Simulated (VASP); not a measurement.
# Pd (Fm-3m) in VASP: a series of runs

Runs on Pd. Level: r2SCAN. Tasks: single point.

Program: VASP 6.6.1. These are calculated values, not measurements. Logs are shortened: lines on timing, memory, paths and dates and some standing lists are left out, and cuts for length are marked.

## 1. The cell of the first run

Symmetry: Fm-3m, No. 225, cubic system. The conventional cell has a = 3.914 Å, b = 3.914 Å, c = 3.914 Å, α = 90.00°, β = 90.00°, γ = 90.00°. Pd (site symmetry m-3m) has 12 Pd at 2.77 Å within 3.6 Å.

## 2. Single point, r2SCAN, collinear spin, ferromagnetic start

POSCAR reads:

```
Pd
1.0
    0.0000000000      1.9567730079      1.9567730079
    1.9567730079      0.0000000000      1.9567730079
    1.9567730079      1.9567730079      0.0000000000
Pd
1
Direct
    0.0000000000      0.0000000000      0.0000000000
```

INCAR.step1 reads:

```
ALGO     = Normal         # electronic algorithm
EDIFF    = 1E-4           # SCF threshold, eV
ENCUT    = 520            # plane-wave cutoff, eV
GGA      = PE             # functional
ISMEAR   = 0              # smearing method
ISPIN    = 2              # spin polarisation
LASPH    = True           # aspherical terms in the spheres
LCHARG   = False          # write CHGCAR
LMAXMIX  = 4              # l up to which the mixer works
LREAL    = False          # projectors in reciprocal space
LWAVE    = True           # write WAVECAR
MAGMOM   = 0.436          # initial moments
NBANDS   = 15             # bands
NELM     = 150            # most SCF steps
PREC     = Accurate       # precision mode
SIGMA    = 1.0            # smearing width, eV
```

INCAR.step2 reads:

```
ALGO     = Normal         # electronic algorithm
EDIFF    = 1E-7           # SCF threshold, eV
ENCUT    = 520            # plane-wave cutoff, eV
ISIF     = 2              # what is computed and relaxed
ISMEAR   = 0              # smearing method
ISPIN    = 2              # spin polarisation
ISTART   = 1            
LASPH    = True           # aspherical terms in the spheres
LCHARG   = False          # write CHGCAR
LMAXMIX  = 4              # l up to which the mixer works
LMIXTAU  = True         
LORBIT   = 11             # projections on sites
LREAL    = False          # projectors in reciprocal space
LWAVE    = False          # write WAVECAR
MAGMOM   = 0.436          # initial moments
METAGGA  = R2SCAN         # meta-GGA
NBANDS   = 15             # bands
NELM     = 150            # most SCF steps
PREC     = Accurate       # precision mode
SIGMA    = 1.0            # smearing width, eV
```

KPOINTS reads:

```
k-points
0
Gamma
  14 14 14
```

Potentials or basis: VASP PAW PBE potentials, release 64 (Pd).

Started as:

```console
> cat potpaw_PBE.64/Pd/POTCAR > POTCAR
> cp INCAR.step1 INCAR
> mpirun -np 1 vasp_std > vasp.out
> cp INCAR.step2 INCAR
> mpirun -np 1 vasp_std > vasp.out
```

OUTCAR:

```text
EDIFF = 1E-7
   ENCUT = 520
   ISIF = 2
   ISMEAR = 0
   ISPIN = 2
   ISTART = 1
   LASPH = True
   LORBIT = 11
   LREAL = False
   METAGGA = R2SCAN
   NELM = 150
   PREC = Accurate

 ion  position               nearest neighbor table
   1  0.000  0.000  0.000-

  LATTYP: Found a face centered cubic cell.
 ALAT       =     3.9135460158

  Lattice vectors:

 A1 = (   0.0000000000,   1.9567730079,   1.9567730079)
 A2 = (   1.9567730079,   0.0000000000,   1.9567730079)
 A3 = (   1.9567730079,   1.9567730079,   0.0000000000)

Analysis of symmetry for initial positions (statically):
=====================================================================
 Subroutine PRICEL returns:
 Original cell was already a primitive cell.

 Routine SETGRP: Setting up the symmetry group for a
 face centered cubic supercell.

 Subroutine GETGRP returns: Found 48 space group operations
 (whereof 48 operations were pure point group operations)
 out of a pool of 48 trial point group operations.

The static configuration has the point symmetry O_h .

Analysis of symmetry for dynamics (positions and initial velocities):
=====================================================================
 Subroutine PRICEL returns:
 Original cell was already a primitive cell.

 Routine SETGRP: Setting up the symmetry group for a
 face centered cubic supercell.

 Subroutine GETGRP returns: Found 48 space group operations
 (whereof 48 operations were pure point group operations)
 out of a pool of 48 trial point group operations.

The dynamic configuration has the point symmetry O_h .

Analysis of structural, dynamic, and magnetic symmetry:
=====================================================================
 Subroutine PRICEL returns:
 Original cell was already a primitive cell.

 Routine SETGRP: Setting up the symmetry group for a
 face centered cubic supercell.

 Subroutine GETGRP returns: Found 48 space group operations
 (whereof 48 operations were pure point group operations)
 out of a pool of 48 trial point group operations.

The overall configuration has the point symmetry O_h .

 Subroutine INISYM returns: Found 48 space group operations
 (whereof 48 operations are pure point group operations),
 and found     1 'primitive' translations

----------------------------------------------------------------------------------------

                                     Primitive cell

  volume of cell :      14.9848

  direct lattice vectors                    reciprocal lattice vectors
     0.000000000  1.956773008  1.956773008    -0.255522740  0.255522740  0.255522740
     1.956773008  0.000000000  1.956773008     0.255522740 -0.255522740  0.255522740
     1.956773008  1.956773008  0.000000000     0.255522740  0.255522740 -0.255522740

  length of vectors
     2.767294926  2.767294926  2.767294926     0.442578368  0.442578368  0.442578368

  position of ions in fractional coordinates (direct lattice)
     0.000000000  0.000000000  0.000000000

  ion indices of the primitive-cell ions
   primitive index   ion index
                 1           1

----------------------------------------------------------------------------------------

 KPOINTS: k-points

Automatic generation of k-mesh.
 Grid dimensions read from file:
 generate k-points for:   14   14   14

 Generating k-lattice:

  Cartesian coordinates                     Fractional coordinates (reciprocal lattice)
    -0.018251624  0.018251624  0.018251624     0.071428571  0.000000000  0.000000000
     0.018251624 -0.018251624  0.018251624     0.000000000  0.071428571  0.000000000
     0.018251624  0.018251624 -0.018251624     0.000000000  0.000000000  0.071428571

  Length of vectors
     0.031612741  0.031612741  0.031612741

  Shift w.r.t. Gamma in fractional coordinates (k-lattice)
     0.000000000  0.000000000  0.000000000

 Subroutine IBZKPT returns following result:
 ===========================================

 Found    104 irreducible k-points:

 Following reciprocal coordinates:
            Coordinates               Weight
  0.000000  0.000000  0.000000      1.000000
  0.071429  0.000000  0.000000      8.000000
  0.142857  0.000000  0.000000      8.000000
  0.214286  0.000000  0.000000      8.000000
  0.285714  0.000000  0.000000      8.000000
  0.357143  0.000000  0.000000      8.000000
[... 16 lines left out ...]
  0.214286  0.142857  0.000000     24.000000
  0.285714  0.142857  0.000000     24.000000
 [... further k-points ...]
   k-points           NKPTS =    104   k-points in BZ     NKDIM =    104   number of bands    NBANDS=     15
   number of dos      NEDOS =    301   number of ions     NIONS =      1
   total plane-waves  NPLWV =  13824
   dimension x,y,z NGX =    24 NGY =   24 NGZ =   24
   dimension x,y,z NGXF=    48 NGYF=   48 NGZF=   48
   ions per type =               1
   NGX,Y,Z   is equivalent  to a cutoff of  14.42, 14.42, 14.42 a.u.
   NGXF,Y,Z  is equivalent  to a cutoff of  28.84, 28.84, 28.84 a.u.
 SYSTEM =  unknown system
   PREC   = accura    normal or accurate (medium, high low for compatibility)
   ISTART =      1    job   : 0-new  1-cont  2-samecut
   ICHARG =      0    charge: 1-file 2-atom 10-const
   ISPIN  =      2    spin polarized calculation?
   LNONCOLLINEAR =      F non collinear calculations
   LSORBIT =      F    spin-orbit coupling
   LASPH  =      T    aspherical Exc in radial PAW
   ENCUT  =  520.0 eV  38.22 Ry    6.18 a.u.   5.15  5.15  5.15*2*pi/ulx,y,z
   NELM   =    150;   NELMIN=  2; NELMDL=  0     # of ELM steps
   EDIFF  = 0.1E-06   stopping-criterion for ELM
   LREAL  =      F    real-space projection
   EDIFFG = 0.1E-05   stopping-criterion for IOM
   NSW    =      0    number of steps for IOM
   IBRION =     -1    ionic relax: 0-MD 1-quasi-New 2-CG
   NFREE  =      0    steps in history (QN), initial steepest desc. (CG)
   ISIF   =      2    stress and relaxation
   ISYM   =      2    0-nonsym 1-usesym 2-fastsym
   POTIM  = 0.5000    time-step for ionic-motion
   TEBEG  =    0.0;   TEEND  =   0.0 temperature during run
   PSTRESS=    0.0 pullay stress
   NELECT =      10.0000    total number of electrons
   NUPDOWN=      -1.0000    fix difference up-down
   EMIN   =  10.00;   EMAX   =-10.00  energy-range for DOS
   EFERMI =   0.00;   METHOD = LEGACY
   ISMEAR =     0;   SIGMA  =   1.00  broadening in eV -4-tet -1-fermi 0-gaus
   EFERMI_NEDOS =   21; number of points for ismear=-14 and -15
   IALGO  =     38    algorithm
   IMIX   =      4    mixing-type and parameters
     AMIX     =   0.40;   BMIX     =  1.00
     AMIX_MAG =   1.60;   BMIX_MAG =  1.00
  volume/ion in A,a.u.               =      14.98       101.12
  Fermi-wavevector in a.u.,A,eV,Ry     =   1.430620  2.703480 27.846696  2.046674
  Thomas-Fermi vector in A             =   2.550446
   LORBIT       =     11    0 simple, 1 ext, 2 COOP (PROOUT), +10 PAW based schemes
   METAGGA = R2SCAN    functional components
   LHFCALC =     F    Hartree Fock is set to
   AEXX    =    0.0000 exact exchange contribution
   IVDW    =     0    specifies the selected vdW correction
   LEPSILON=     F    determine dielectric tensor
   LRPA    =     F    only Hartree local field effects (RPA)
 spin polarized calculation
 Gauss-broadening in eV      SIGMA  =   1.00
  energy-cutoff  :      520.00
  volume of cell :       14.98
 maximum number of plane-waves:       415
 NGX is ok and might be reduce to    24
   NGX = 11   NGY = 11   NGZ = 11

 number of electron       9.9999998 magnetization      -0.0000067

 number of electron       9.9999998 magnetization       0.0000024

 Free energy of the ion-electron system (eV)
  ---------------------------------------------------
  ext. energy  EPLUGINS =         0.00000000
  ---------------------------------------------------
  free energy    TOTEN  =       -23.27416236 eV

  energy without entropy =      -22.76069694  energy(sigma->0) =      -23.01742965

 E-fermi :   9.6387     XC(G=0): -14.0298

 val. band max:        9.6255533703   @ k =  -0.2857   0.5000   0.2143
 cond. band min:       9.8049730008   @ k =   0.3571   0.3571   0.0000
 fundamental gap:      0.1794196306
 Fermi energy:         9.6386638860

 spin component 1

 k-point     1 :       0.0000    0.0000    0.0000
  band No.  band energies     occupation
      1       2.2717      1.00000
      2       6.4847      1.00000
      3       6.4847      1.00000
      4       6.4847      1.00000
      5       8.0569      0.98735
      6       8.0569      0.98735
      7      27.3617      0.00000
      8      31.7521      0.00000
      9      32.2522      0.00000
     10      32.2522      0.00000
     11      32.2522      0.00000
     12      37.7315      0.00000
     13      40.8222      0.00000
     14      40.8222      0.00000
     15      40.8222      0.00000
[... 397 lines left out ...]
 k-point    24 :       0.2857    0.1429    0.0000
  band No.  band energies     occupation
      1       4.3787      1.00000
      2       5.7335      1.00000
      3       6.7756      0.99997
      4       7.2062      0.99971
      5       8.2788      0.97276
      6       8.6403      0.92101
      7      25.3134      0.00000
      8      28.7554      0.00000
      9      29.8907      0.00000
     10      31.6167      0.00000
     11      32.0155      0.00000
     12      36.6126      0.00000
     13      38.5875      0.00000
     14      38.9568      0.00000
     15      42.2071      0.00000

 [... further k-points ...]

 spin component 2

 k-point     1 :       0.0000    0.0000    0.0000
  band No.  band energies     occupation
      1       2.2717      1.00000
      2       6.4847      1.00000
      3       6.4847      1.00000
      4       6.4847      1.00000
      5       8.0569      0.98735
      6       8.0569      0.98735
      7      27.3617      0.00000
      8      31.7521      0.00000
      9      32.2522      0.00000
     10      32.2522      0.00000
     11      32.2522      0.00000
     12      37.7315      0.00000
     13      40.8222      0.00000
     14      40.8222      0.00000
     15      40.8222      0.00000
[... 397 lines left out ...]
 k-point    24 :       0.2857    0.1429    0.0000
  band No.  band energies     occupation
      1       4.3787      1.00000
      2       5.7335      1.00000
      3       6.7756      0.99997
      4       7.2062      0.99971
      5       8.2789      0.97276
      6       8.6403      0.92101
      7      25.3134      0.00000
      8      28.7554      0.00000
      9      29.8907      0.00000
     10      31.6168      0.00000
     11      32.0155      0.00000
     12      36.6126      0.00000
     13      38.5875      0.00000
     14      38.9568      0.00000
     15      42.2071      0.00000

 [... further k-points ...]
[... 5 lines left out ...]
  --------------------------------------------------------------------------------------
  -------------------------------------------------------------------------------------
  Total        0.2233169      0.2233169      0.2233169      0.0000000      0.0000000      0.0000000
  in kB       23.8770612     23.8770612     23.8770612      0.0000000      0.0000000      0.0000000
  external PRESSURE =      23.8770612 kB  Pullay stress =       0.0000000 kB

 VOLUME and BASIS-vectors are now :
 -----------------------------------------------------------------------------
  energy-cutoff  :      520.00
  volume of cell :       14.98
      direct lattice vectors                 reciprocal lattice vectors
     0.000000000  1.956773008  1.956773008    -0.255522740  0.255522740  0.255522740
     1.956773008  0.000000000  1.956773008     0.255522740 -0.255522740  0.255522740
     1.956773008  1.956773008  0.000000000     0.255522740  0.255522740 -0.255522740

 POSITION                                       TOTAL-FORCE (eV/Angst)
 -----------------------------------------------------------------------------------
      0.00000      0.00000      0.00000         0.000000      0.000000     -0.000000
 -----------------------------------------------------------------------------------
    total drift:                               -0.000000      0.000000      0.000000

  FREE ENERGIE OF THE ION-ELECTRON SYSTEM (eV)
  ---------------------------------------------------
  free  energy   TOTEN  =       -23.2741623571 eV

  energy  without entropy=      -22.7606969412  energy(sigma->0) =      -23.01742965

 total charge

# of ion       s       p       d       tot
------------------------------------------
    1        0.515   0.455   8.477   9.447

 magnetization (x)

# of ion       s       p       d       tot
------------------------------------------
    1       -0.000  -0.000   0.000   0.000
```

Run time: 2.4 min. Hardware: 1 thread of Intel Xeon Platinum 8488C (Sapphire Rapids), shared host; peak memory 0.18 GiB.

What came out:

- Free energy: -23.2742 eV
- Pressure: 2.4 GPa
- Band gap on the k mesh: zero (filled and empty bands overlap)
- Net moment: 0.00 μB per cell
- Valence electrons inside the program's atomic spheres: Pd 9.45

Caveat: the PAW data sets were made with another functional, which shifts forces and pressure a little.

(Continued in part 2 of 2.)
